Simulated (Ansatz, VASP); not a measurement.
## CaF2: VASP beside Ansatz

The input POSCAR:

```
CaF2
1.0
    0.0000000000      2.7552132752      2.7552132752
    2.7552132752      0.0000000000      2.7552132752
    2.7552132752      2.7552132752      0.0000000000
Ca F
1 2
Direct
    0.0000000000      0.0000000000      0.0000000000
    0.2500000000      0.2500000000      0.2500000000
    0.7500000000      0.7500000000      0.7500000000
```

The input INCAR.step1:

```
SYSTEM = CaF2
  PREC = Accurate
  ENCUT = 520
  EDIFF = 1E-5
  ISMEAR = 0
  SIGMA = 0.02
  LREAL = .False.
  LASPH = .True.
  NELM = 120
  ALGO = Normal
  ISIF = 2
  LWAVE = .True.
  GGA = PE
  NBANDS = 19
  GGA_COMPAT = .False.
```

INCAR.step2

```
SYSTEM = CaF2
  PREC = Accurate
  ENCUT = 520
  EDIFF = 1E-6
  ISMEAR = 0
  SIGMA = 0.02
  LREAL = .False.
  LASPH = .True.
  NELM = 120
  ALGO = Normal
  ISIF = 2
  LWAVE = .False.
  LCHARG = .True.
  GGA = PE
  LHFCALC = .True.
  HFSCREEN = 0.2079
  PRECFOCK = Normal
  LELF = .True.
  LVHAR = .True.
  ISTART = 1
  NBANDS = 19
  GGA_COMPAT = .False.
```

The input KPOINTS:

```
regular mesh
0
Gamma
  6 6 6
  0 0 0
```

Input for Ansatz:

```yaml
crystal:
  lattice:
    - [0.0, 2.7552132736, 2.7552132736]
    - [2.7552132736, 0.0, 2.7552132736]
    - [2.7552132736, 2.7552132736, 0.0]
  atoms:
    - { symbol: Ca, position: [0.0, 0.0, 0.0] }
    - { symbol: F, position: [0.25, 0.25, 0.25] }
    - { symbol: F, position: [0.75, 0.75, 0.75] }
basis:
  ecutwfc: 420
kpoints:
  mp_grid: { grid: [6, 6, 6] }
  band_path:
    path:
      - [[0.0, 0.0, 0.0], [0.5, 0.0, 0.5], [0.625, 0.25, 0.625]]
      - [[0.375, 0.375, 0.75], [0.0, 0.0, 0.0], [0.5, 0.5, 0.5], [0.5, 0.25, 0.75], [0.5, 0.0, 0.5]]
    npoints: 4
hamiltonian:
  xc: hse06
scf:
  occupations: { method: gaussian, width: 0.02 }
output:
  forces: true
  stress: true
  eigenvalues: true
  populations: true
  dos: { projected: true, de: 0.02 }
  bader: false
  write_density: true
  write_potential: true
  elf: true
  volumetric_format: npy
```

Alike in both runs: task single point; functional HSE06; k mesh 6 × 6 × 6; occupations gaussian, width 0.02 eV; no spin polarisation.

```csv
,VASP,Ansatz
version,VASP 6.6.1,Ansatz 0.2.0
potentials or method,"VASP PAW PBE potentials, release 64 (Ca_sv, F), cutoff 520 eV","scalar-relativistic, plane waves, PAW"
valence electrons in the cell,24,24
```

VASP gave:

```
gap on the k mesh at the Fermi level (eV) : 9.17
least direct gap on the mesh (eV)         : 9.44
pressure (GPa)                            : -1.5
```

Which values does Ansatz return?

gap on the k mesh at the Fermi level (eV): 9.20; least direct gap on the mesh (eV): 9.47; pressure (GPa): -1.8.

Ansatz's warnings: stress exchange threshold loose, stress scf threshold loose.
